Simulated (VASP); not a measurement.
# TiO2: single point with r2SCAN

Crystal: TiO2.

```
CELL_PARAMETERS angstrom
4.59220 0.00000 0.00000
0.00000 4.59220 0.00000
0.00000 0.00000 2.95740
ATOMIC_POSITIONS crystal
Ti 0.00000 0.00000 0.00000
Ti 0.50000 0.50000 0.50000
O 0.30496 0.30496 0.00000
O 0.19504 0.80496 0.50000
O 0.69504 0.69504 0.00000
O 0.80496 0.19504 0.50000
```

```json
{"Program": "VASP 6.6.1", "Task": "single point", "Functional": "r2SCAN", "Potentials or basis": "VASP PAW PBE potentials, release 64 (Ti_sv, O)", "Cutoff": "520 eV", "k mesh": "6 × 6 × 10", "Occupations": "gaussian, width 0.02 eV", "Spin": "no spin polarisation"}
```

The pressure is 1.5 GPa, the largest force is 0.085 eV/Å and the band gap on the k mesh is 2.24 eV.

Forces on the atoms (eV/Å):
```
Ti   0.000  0.000  0.000
Ti   0.000  0.000  0.000
O   -0.060 -0.060  0.000
O    0.060 -0.060  0.000
O    0.060  0.060  0.000
O   -0.060  0.060  0.000
```

Stress tensor (GPa, compression positive):
```
1.42 0.00 0.00
0.00 1.42 0.00
0.00 0.00 1.55
```

Levels at points of the mesh, in eV from the valence-band top:
| k point | band 21 | band 22 | band 23 | band 24 | band 25 | band 26 | band 27 | band 28 |
| --- | --- | --- | --- | --- | --- | --- | --- | --- |
| (0.00, 0.00, 0.00) | -0.77 | -0.48 | -0.48 | 0.00 | 2.24 | 2.58 | 2.79 | 2.88 |
| (0.50, 0.00, 0.00) | -1.71 | -1.71 | -0.77 | -0.77 | 2.93 | 2.93 | 3.41 | 3.41 |
| (0.50, 0.50, 0.00) | -1.39 | -1.39 | -1.11 | -1.11 | 2.28 | 2.28 | 2.90 | 2.90 |
| (0.00, 0.00, 0.50) | -2.40 | -2.40 | -1.48 | -1.48 | 3.34 | 3.34 | 3.58 | 3.58 |
| (0.50, 0.00, 0.50) | -2.08 | -2.08 | -1.09 | -1.09 | 2.30 | 2.30 | 3.60 | 3.60 |
| (0.50, 0.50, 0.50) | -1.31 | -1.31 | -0.72 | -0.72 | 2.97 | 2.97 | 3.61 | 3.61 |

Wall time 3.3 min on 1 thread of Intel(R) Xeon(R) Platinum 8559C (Emerald Rapids), on a shared host, peak memory 0.24 GiB.

Caveat: the PAW data sets were made with another functional, which shifts forces and pressure a little. A k mesh can miss the band edges.
